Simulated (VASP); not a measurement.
# SiGe (P6_3mc) in VASP: a series of runs

Runs on SiGe. Level: PBEsol. Tasks: single point.

Program: VASP 6.6.1. These are calculated values, not measurements. Logs are shortened: lines on timing, memory, paths and dates and some standing lists are left out, and cuts for length are marked.

## (1) The cell of the first run

Symmetry: P6_3mc, No. 186, hexagonal system. Conventional cell: a = 3.954 Å, b = 3.954 Å, c = 6.532 Å, α = 90.00°, β = 90.00°, γ = 120.00°. Si (site symmetry 3m) has 4 Ge at 2.43 to 2.44 Å within 3.2 Å. Ge (site symmetry 3m) has 4 Si at 2.43 to 2.44 Å within 3.2 Å.

## (2) Single point, PBEsol

Input file INCAR:

```
SYSTEM = SiGe
  PREC = Accurate
  ENCUT = 520
  EDIFF = 1E-6
  ISMEAR = 0
  SIGMA = 0.02
  LREAL = .False.
  LASPH = .True.
  NELM = 100
  ALGO = Normal
  ISIF = 2
  LWAVE = .False.
  LCHARG = .False.
  GGA = PS
  NBANDS = 26
```

Input file KPOINTS:

```
regular mesh
0
Gamma
  12 12 6
  0 0 0
```

Input file POSCAR:

```
SiGe
1.0
    3.9536227912      0.0000000000      0.0000000000
   -1.9768113956      3.4239377742      0.0000000000
    0.0000000000      0.0000000000      6.5317472013
Si Ge
2 2
Direct
    0.6666666667      0.3333333333      0.8746033058
    0.3333333333      0.6666666667      0.3746033058
    0.6666666667      0.3333333333      0.5003956942
    0.3333333333      0.6666666667      0.0003956942
```

Potentials or basis: VASP PAW PBE potentials, release 64 (Si, Ge_d).

Started as:

```
cat potpaw_PBE.64/Si/POTCAR potpaw_PBE.64/Ge_d/POTCAR > POTCAR
mpirun -np 1 vasp_std > vasp.out
```

OUTCAR:

```text
SYSTEM = SiGe
   PREC = Accurate
   ENCUT = 520
   EDIFF = 1E-6
   ISMEAR = 0
   LREAL = .False.
   LASPH = .True.
   NELM = 100
   ISIF = 2
   GGA = PS

 ion  position               nearest neighbor table
   1  0.667  0.333  0.875-   4 2.43   4 2.43   4 2.43   3 2.44
   2  0.333  0.667  0.375-   3 2.43   3 2.43   3 2.43   4 2.44
   3  0.667  0.333  0.500-   2 2.43   2 2.43   2 2.43   1 2.44
   4  0.333  0.667  0.000-   1 2.43   1 2.43   1 2.43   2 2.44

  LATTYP: Found a hexagonal cell.
 ALAT       =     3.9536227912
 C/A-ratio  =     1.6520916502

  Lattice vectors:

 A1 = (   3.9536227912,   0.0000000000,   0.0000000000)
 A2 = (  -1.9768113956,   3.4239377742,   0.0000000000)
 A3 = (   0.0000000000,   0.0000000000,   6.5317472013)

Analysis of symmetry for initial positions (statically):
=====================================================================
 Subroutine PRICEL returns:
 Original cell was already a primitive cell.

 Routine SETGRP: Setting up the symmetry group for a
 hexagonal supercell.

 Subroutine GETGRP returns: Found 12 space group operations
 (whereof  6 operations were pure point group operations)
 out of a pool of 24 trial point group operations.

The static configuration has the point symmetry C_3v.
 The point group associated with its full space group is C_6v.

Analysis of symmetry for dynamics (positions and initial velocities):
=====================================================================
 Subroutine PRICEL returns:
 Original cell was already a primitive cell.

 Routine SETGRP: Setting up the symmetry group for a
 hexagonal supercell.

 Subroutine GETGRP returns: Found 12 space group operations
 (whereof  6 operations were pure point group operations)
 out of a pool of 24 trial point group operations.

The dynamic configuration has the point symmetry C_3v.
 The point group associated with its full space group is C_6v.

 Subroutine INISYM returns: Found 12 space group operations
 (whereof  6 operations are pure point group operations),
 and found     1 'primitive' translations

----------------------------------------------------------------------------------------

                                     Primitive cell
[... 90 lines left out ...]
   LNONCOLLINEAR =      F non collinear calculations
   LSORBIT =      F    spin-orbit coupling
   LASPH  =      T    aspherical Exc in radial PAW
   ENCUT  =  520.0 eV  38.22 Ry    6.18 a.u.   7.35  7.35 12.14*2*pi/ulx,y,z
   NELM   =    100;   NELMIN=  2; NELMDL= -5     # of ELM steps
   EDIFF  = 0.1E-05   stopping-criterion for ELM
   LREAL  =      F    real-space projection
   EDIFFG = 0.1E-04   stopping-criterion for IOM
   NSW    =      0    number of steps for IOM
   IBRION =     -1    ionic relax: 0-MD 1-quasi-New 2-CG
   NFREE  =      0    steps in history (QN), initial steepest desc. (CG)
   ISIF   =      2    stress and relaxation
   ISYM   =      2    0-nonsym 1-usesym 2-fastsym
   POTIM  = 0.5000    time-step for ionic-motion
   TEBEG  =    0.0;   TEEND  =   0.0 temperature during run
   PSTRESS=    0.0 pullay stress
   NELECT =      36.0000    total number of electrons
   NUPDOWN=      -1.0000    fix difference up-down
   EMIN   =  10.00;   EMAX   =-10.00  energy-range for DOS
   EFERMI =   0.00;   METHOD = LEGACY
   ISMEAR =     0;   SIGMA  =   0.02  broadening in eV -4-tet -1-fermi 0-gaus
   EFERMI_NEDOS =   21; number of points for ismear=-14 and -15
   IALGO  =     38    algorithm
   IMIX   =      4    mixing-type and parameters
     AMIX     =   0.40;   BMIX     =  1.00
     AMIX_MAG =   1.60;   BMIX_MAG =  1.00
  volume/ion in A,a.u.               =      22.10       149.17
  Fermi-wavevector in a.u.,A,eV,Ry     =   1.213367  2.292931 20.031306  1.472259
  Thomas-Fermi vector in A             =   2.348821
   LORBIT       =      0    0 simple, 1 ext, 2 COOP (PROOUT), +10 PAW based schemes
   GGA     = PS    functional components
   LHFCALC =     F    Hartree Fock is set to
   AEXX    =    0.0000 exact exchange contribution
   IVDW    =     0    specifies the selected vdW correction
   LEPSILON=     F    determine dielectric tensor
   LRPA    =     F    only Hartree local field effects (RPA)
 non-spin polarized calculation
 Gauss-broadening in eV      SIGMA  =   0.02
  energy-cutoff  :      520.00
  volume of cell :       88.42
 maximum number of plane-waves:      2418
 NGX is ok and might be reduce to    30
   NGX = 15   NGY = 15   NGZ = 25

 number of electron      36.0000037 magnetization

 Free energy of the ion-electron system (eV)
  ---------------------------------------------------
  ext. energy  EPLUGINS =         0.00000000
  ---------------------------------------------------
  free energy    TOTEN  =       -21.22712307 eV

  energy without entropy =      -21.22712307  energy(sigma->0) =      -21.22712307

 E-fermi :   5.2410     XC(G=0):  -9.7055

 val. band max:        5.1443852470   @ k =   0.0000   0.0000   0.0000
 cond. band min:       5.4450090977   @ k =   0.0000   0.0000   0.0000
 fundamental gap:      0.3006238507
 Fermi energy:         5.2410172855

 k-point     1 :       0.0000    0.0000    0.0000
  band No.  band energies     occupation
      1     -19.3413      2.00000
      2     -19.3413      2.00000
      3     -19.3383      2.00000
      4     -19.3383      2.00000
      5     -19.3358      2.00000
      6     -19.3358      2.00000
[... 685 lines left out ...]
     25      11.9749      0.00000
     26      12.3931      0.00000

 [... further k-points ...]

------------------------ aborting loop because EDIFF is reached ----------------------------------------

  FORCE on cell =-STRESS in cart. coord.  units (eV):
  Direction    XX          YY          ZZ          XY          YZ          ZX
  --------------------------------------------------------------------------------------
  -------------------------------------------------------------------------------------
  Total       -1.6527079     -1.6527079     -1.6925711      0.0000000      0.0000000      0.0000000
  in kB      -29.9471996    -29.9471996    -30.6695240      0.0000000      0.0000000      0.0000000
  external PRESSURE =     -30.1879744 kB  Pullay stress =       0.0000000 kB

 VOLUME and BASIS-vectors are now :
 -----------------------------------------------------------------------------
  energy-cutoff  :      520.00
  volume of cell :       88.42
      direct lattice vectors                 reciprocal lattice vectors
     3.953622791  0.000000000  0.000000000     0.252932577  0.146030691  0.000000000
    -1.976811396  3.423937774  0.000000000     0.000000000  0.292061383  0.000000000
     0.000000000  0.000000000  6.531747201     0.000000000  0.000000000  0.153098393

 POSITION                                       TOTAL-FORCE (eV/Angst)
 -----------------------------------------------------------------------------------
      1.97681      1.14131      5.71269        -0.000000     -0.000000      0.005602
     -0.00000      2.28263      2.44681        -0.000000     -0.000000      0.005602
      1.97681      1.14131      3.26846        -0.000000      0.000000     -0.005602
     -0.00000      2.28263      0.00258         0.000000      0.000000     -0.005602
 -----------------------------------------------------------------------------------
    total drift:                                0.000000     -0.000000     -0.000408

  FREE ENERGIE OF THE ION-ELECTRON SYSTEM (eV)
  ---------------------------------------------------
  free  energy   TOTEN  =       -21.2271230715 eV

  energy  without entropy=      -21.2271230715  energy(sigma->0) =      -21.22712307
```

OSZICAR:

```text
N       E                     dE             d eps       ncg     rms          rms(c)
DAV:   1     0.263782883282E+03    0.26378E+03   -0.17500E+04  4608   0.291E+03
DAV:   2     0.215991831177E+02   -0.24218E+03   -0.23370E+03  4000   0.629E+02
DAV:   3    -0.198469200369E+02   -0.41446E+02   -0.40949E+02  4778   0.154E+02
DAV:   4    -0.215258840463E+02   -0.16790E+01   -0.16761E+01  4762   0.342E+01
DAV:   5    -0.215612676208E+02   -0.35384E-01   -0.35372E-01  4836   0.561E+00    0.552E+00
DAV:   6    -0.213353249440E+02    0.22594E+00   -0.93274E-02  4746   0.239E+00    0.321E+00
DAV:   7    -0.212245634185E+02    0.11076E+00   -0.16150E-01  4312   0.266E+00    0.212E-01
DAV:   8    -0.212267922900E+02   -0.22289E-02   -0.15249E-02  4922   0.135E+00    0.108E-01
DAV:   9    -0.212270003771E+02   -0.20809E-03   -0.39695E-04  4984   0.171E-01    0.768E-02
DAV:  10    -0.212271026195E+02   -0.10224E-03   -0.10452E-04  4546   0.903E-02    0.220E-02
DAV:  11    -0.212271212638E+02   -0.18644E-04   -0.18414E-05  4440   0.246E-02    0.427E-03
DAV:  12    -0.212271229722E+02   -0.17084E-05   -0.20256E-06  3970   0.124E-02    0.201E-03
DAV:  13    -0.212271230715E+02   -0.99271E-07   -0.19905E-07  2584   0.457E-03
   1 F= -.21227123E+02 E0= -.21227123E+02  d E =-.189824E-14
```

It took 2.1 min on 1 thread of Intel Xeon Platinum 8259CL at 2.50GHz (Skylake/Cascade Lake), shared host; peak memory 0.29 GiB.

Results:

```yaml
Free_energy: -21.2271 eV
Pressure: -3.0 GPa
Largest_force: 0.006 eV/Å
Band_gap_on_the_k_mesh: 0.30 eV
```

Forces in eV/Å, atoms in the order of the input:
```
Si   0.000  0.000  0.006
Si   0.000  0.000  0.006
Ge   0.000  0.000 -0.006
Ge   0.000  0.000 -0.006
```

Caveat: the cell stands under tension; the PAW data sets were made with another functional, which shifts forces and pressure a little.

## (3) Single point, PBEsol

This run uses another cell than the first one, of 21.22 Å³/atom.

Input file INCAR:

```
SYSTEM = SiGe
  ALGO = Normal
  EDIFF = 1E-7
  ENCUT = 520
  GGA = PS
  ISIF = 2
  ISMEAR = 0
  LASPH = .True.
  LCHARG = .True.
  LELF = .True.
  LREAL = .False.
  LVHAR = .True.
  LWAVE = .False.
  NBANDS = 26
  NELM = 100
  PREC = Accurate
  SIGMA = 0.02
```

Input file KPOINTS:

```
k-points
0
Gamma
  12 12 6
  0 0 0
```

Input file POSCAR:

```
SiGe
1.0
    3.9005968931      0.0000000000      0.0000000000
   -1.9502984466      3.3780159994      0.0000000000
    0.0000000000      0.0000000000      6.4433927721
Si Ge
2 2
Direct
    0.6666666667      0.3333333333      0.8745463420
    0.3333333333      0.6666666667      0.3745463420
    0.6666666667      0.3333333333      0.5004526580
    0.3333333333      0.6666666667      0.0004526580
```

Potentials or basis: VASP PAW PBE potentials, release 64 (Si, Ge_d).

Started as:

```
cat potpaw_PBE.64/Si/POTCAR potpaw_PBE.64/Ge_d/POTCAR > POTCAR
mpirun -np 1 vasp_std > vasp.out
```

OUTCAR:

```text
SYSTEM = SiGe
   EDIFF = 1E-7
   ENCUT = 520
   GGA = PS
   ISIF = 2
   ISMEAR = 0
   LASPH = .True.
   LREAL = .False.
   NELM = 100
   PREC = Accurate

 ion  position               nearest neighbor table
   1  0.667  0.333  0.875-   4 2.39   4 2.39   4 2.39   3 2.41
   2  0.333  0.667  0.375-   3 2.39   3 2.39   3 2.39   4 2.41
   3  0.667  0.333  0.500-   2 2.39   2 2.39   2 2.39   1 2.41
   4  0.333  0.667  0.000-   1 2.39   1 2.39   1 2.39   2 2.41

  LATTYP: Found a hexagonal cell.
 ALAT       =     3.9005968931
 C/A-ratio  =     1.6518991705

  Lattice vectors:

 A1 = (   3.9005968931,   0.0000000000,   0.0000000000)
 A2 = (  -1.9502984466,   3.3780159994,   0.0000000000)
 A3 = (   0.0000000000,   0.0000000000,   6.4433927721)

Analysis of symmetry for initial positions (statically):
=====================================================================
 Subroutine PRICEL returns:
 Original cell was already a primitive cell.

 Routine SETGRP: Setting up the symmetry group for a
 hexagonal supercell.
[... 170 lines left out ...]
  free energy    TOTEN  =       -21.26127956 eV

  energy without entropy =      -21.26127956  energy(sigma->0) =      -21.26127956

 E-fermi :   5.6723     XC(G=0):  -9.8804

 val. band max:        5.5574492543   @ k =   0.0000   0.0000   0.0000
 cond. band min:       5.9052423594   @ k =   0.5000   0.0000   0.0000
 fundamental gap:      0.3477931051
 Fermi energy:         5.6722501427

 k-point     1 :       0.0000    0.0000    0.0000
  band No.  band energies     occupation
      1     -18.9677      2.00000
      2     -18.9676      2.00000
      3     -18.9644      2.00000
      4     -18.9644      2.00000
      5     -18.9615      2.00000
      6     -18.9615      2.00000
[... 685 lines left out ...]
     25      12.5617      0.00000
     26      12.9682      0.00000

 [... further k-points ...]

------------------------ aborting loop because EDIFF is reached ----------------------------------------

  FORCE on cell =-STRESS in cart. coord.  units (eV):
  Direction    XX          YY          ZZ          XY          YZ          ZX
  --------------------------------------------------------------------------------------
  -------------------------------------------------------------------------------------
  Total       -0.0150566     -0.0150566     -0.0104972      0.0000000      0.0000000      0.0000000
  in kB       -0.2841382     -0.2841382     -0.1980963      0.0000000      0.0000000      0.0000000
  external PRESSURE =      -0.2554576 kB  Pullay stress =       0.0000000 kB

 VOLUME and BASIS-vectors are now :
 -----------------------------------------------------------------------------
  energy-cutoff  :      520.00
  volume of cell :       84.90
      direct lattice vectors                 reciprocal lattice vectors
     3.900596893  0.000000000  0.000000000     0.256371019  0.148015877  0.000000000
    -1.950298447  3.378015999  0.000000000     0.000000000  0.296031754  0.000000000
     0.000000000  0.000000000  6.443392772     0.000000000  0.000000000  0.155197741

 POSITION                                       TOTAL-FORCE (eV/Angst)
 -----------------------------------------------------------------------------------
      1.95030      1.12601      5.63505         0.000000      0.000000     -0.000615
     -0.00000      2.25201      2.41335        -0.000000      0.000000     -0.000615
      1.95030      1.12601      3.22461         0.000000      0.000000      0.000615
     -0.00000      2.25201      0.00292        -0.000000      0.000000      0.000615
 -----------------------------------------------------------------------------------
    total drift:                                0.000000      0.000000      0.001131

  FREE ENERGIE OF THE ION-ELECTRON SYSTEM (eV)
  ---------------------------------------------------
  free  energy   TOTEN  =       -21.2612795596 eV

  energy  without entropy=      -21.2612795596  energy(sigma->0) =      -21.26127956
```

stdout:

```text
POSCAR found type information on POSCAR SiGe
 POSCAR found :  2 types and       4 ions
 scaLAPACK will be used
 -----------------------------------------------------------------------------
|                                                                             |
|                                                                             |
|     You enforced a specific xc type in the INCAR file but a different       |
|     I HOPE YOU KNOW WHAT YOU ARE DOING!                                     |
|                                                                             |
 -----------------------------------------------------------------------------

 LDA part: xc-table for (Slater+PW92), standard interpolation
 POSCAR, INCAR and KPOINTS ok, starting setup
 FFT: planning ... GRIDC
 FFT: planning ... GRID_SOFT
 FFT: planning ... GRID
 WAVECAR not read
 entering main loop
```

Wall time 3.2 min (1 thread of Intel Xeon 8259CL, shared host); peak memory 0.28 GiB.

Results:

| Property | Result |
| --- | --- |
| Free energy | -21.2613 eV |
| Pressure | 0.0 GPa |
| Band gap on the k mesh | 0.35 eV (least direct gap 0.41 eV) |

Caveat: the PAW data sets were made with another functional, which shifts forces and pressure a little. A k mesh can miss the band edges.

## (4) Single point, PBEsol

This run uses another cell than the first one, of 21.22 Å³/atom.

Input file INCAR:

```
PREC = Accurate
ENCUT = 520
EDIFF = 1E-7
ISMEAR = 0
SIGMA = 0.03
LREAL = F
LASPH = T
NELM = 60
ALGO = Normal
ISIF = 2
LWAVE = F
LCHARG = F
GGA = PS
NBANDS = 26
```

Input file KPOINTS:

```
Automatic mesh
0
Gamma
  12 12 6
```

POSCAR is that of step 3.

Started as:

```
cat potpaw_PBE.64/Si/POTCAR potpaw_PBE.64/Ge_d/POTCAR > POTCAR
mpirun -np 1 vasp_std > vasp.out
```

It took 3.2 min on 1 thread of Intel Xeon 8259CL, shared host; peak memory 0.28 GiB.

It converged, with:

- Free energy: -21.2613 eV
- Pressure: 0.0 GPa
- Band gap on the k mesh: 0.35 eV (least direct gap 0.41 eV)

Levels at points of the mesh, in eV from the valence-band top:
```tsv
k point	band 16	band 17	band 18	band 19	band 20	band 21
(0.00, 0.00, 0.00)	-0.32	0.00	0.00	0.41	1.49	2.03
(0.50, 0.00, 0.00)	-3.18	-3.04	-1.53	0.35	1.97	3.19
(0.00, 0.00, 0.50)	-0.97	-0.97	-0.97	1.21	1.21	3.08
(0.50, 0.00, 0.50)	-2.61	-2.53	-2.53	0.62	0.62	1.77
```

Caveat: the PAW data sets were made with another functional, which shifts forces and pressure a little. A k mesh can miss the band edges.

## (5) Single point, PBEsol

This run uses another cell than the first one, of 21.22 Å³/atom.

Input file INCAR:

```
SYSTEM = SiGe
ALGO = Normal
EDIFF = 1E-6
ENCUT = 520
GGA = PS
ISIF = 2
ISMEAR = 0
LASPH = .True.
LCHARG = .False.
LREAL = .False.
LWAVE = .False.
NBANDS = 26
NELM = 60
PREC = Accurate
SIGMA = 0.03
```

Input file KPOINTS:

```
k-points
0
Gamma
  12 12 6
  0 0 0
```

POSCAR is that of step 4.

Started as:

```
cat potpaw_PBE.64/Si/POTCAR potpaw_PBE.64/Ge_d/POTCAR > POTCAR
mpirun -np 1 vasp_std > vasp.out
```

It took 3 min on 1 thread of Intel Xeon 8259CL, shared host; peak memory 0.28 GiB.

The run converged. Its results:

```yaml
Free_energy: -21.2613 eV
Pressure: 0.0 GPa
Band_gap_on_the_k_mesh: 0.35 eV (least direct gap 0.41 eV)
```

Levels at points of the mesh, in eV from the valence-band top:
```csv
k point,band 14,band 15,band 16,band 17,band 18,band 19,band 20,band 21,band 22,band 23
"(0.00, 0.00, 0.00)",-1.59,-1.59,-0.32,0.00,0.00,0.41,1.49,2.03,2.03,2.66
"(0.50, 0.00, 0.00)",-6.41,-4.78,-3.18,-3.04,-1.53,0.35,1.97,3.19,3.31,4.21
"(0.00, 0.00, 0.50)",-4.58,-0.97,-0.97,-0.97,-0.97,1.21,1.21,3.08,3.08,3.08
"(0.50, 0.00, 0.50)",-7.61,-2.61,-2.61,-2.53,-2.53,0.62,0.62,1.77,1.77,5.78
```

Caveat: the PAW data sets were made with another functional, which shifts forces and pressure a little. A k mesh can miss the band edges.

## (6) Overview

| cell | smearing | gap on the mesh (eV) | pressure (GPa) |
| --- | --- | --- | --- |
| a = 3.954, b = 3.954, c = 6.532 Å, angles 90.0, 90.0, 120.0°, 4 atoms | gaussian 0.02 eV | 0.30 | -3.0 |
| a = 3.901, b = 3.901, c = 6.443 Å, angles 90.0, 90.0, 120.0°, 4 atoms | gaussian 0.02 eV | 0.35 | 0.0 |
| a = 3.901, b = 3.901, c = 6.443 Å, angles 90.0, 90.0, 120.0°, 4 atoms | gaussian 0.03 eV | 0.35 | 0.0 |

Alike in all rows: task single point; level PBEsol; potentials or basis VASP PAW PBE potentials, release 64 (Si, Ge_d); no spin polarisation; k mesh 12 × 12 × 6; cutoff (eV) 520.

Caveats: the PAW data sets were made with another functional, which shifts forces and pressure a little; the cell stands under tension (at least some runs).

Total energies depend on the potentials used, so only differences within one code and one set of settings carry meaning.
